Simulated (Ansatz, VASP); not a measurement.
## Two plane-wave programs on Al2Cu

```
CELL_PARAMETERS angstrom
3.75930 0.00000 0.00000
0.00000 3.75930 0.00000
0.00000 0.00000 2.74610
ATOMIC_POSITIONS crystal
Al 0.50000 0.00000 0.50000
Al 0.00000 0.50000 0.50000
Cu 0.00000 0.00000 0.00000
```

Alike in both runs: task single point; functional LDA; k mesh 10 × 10 × 14; occupations gaussian, width 0.15 eV; no spin polarisation.

|  | VASP | Ansatz |
| --- | --- | --- |
| version | VASP 6.6.1 | Ansatz 0.2.0 |
| potentials or method | VASP PAW LDA potentials, release 64 (Al, Cu), cutoff 520 eV | scalar-relativistic, plane waves, PAW |
| valence electrons in the cell | 17 | 25 |

```csv
,VASP,Ansatz,Ansatz less VASP
gap on the k mesh at the Fermi level (eV),none,none,-
pressure (GPa),26.9,26.8,-0.09
"traceless stress, the component that is largest in VASP (GPa)",-5.24,-5.30,-0.063
```

Ansatz warns that its potentials were made for another functional, while VASP's fit it. LDA's correlation is that of Perdew and Zunger in VASP and of Perdew and Wang (1992) in Ansatz. A gap of «none» marks a metal or a gap that the smearing closes. VASP's potentials hold 17 valence electrons a cell and Ansatz's 25, so a difference there can come from the potentials and not from the codes.
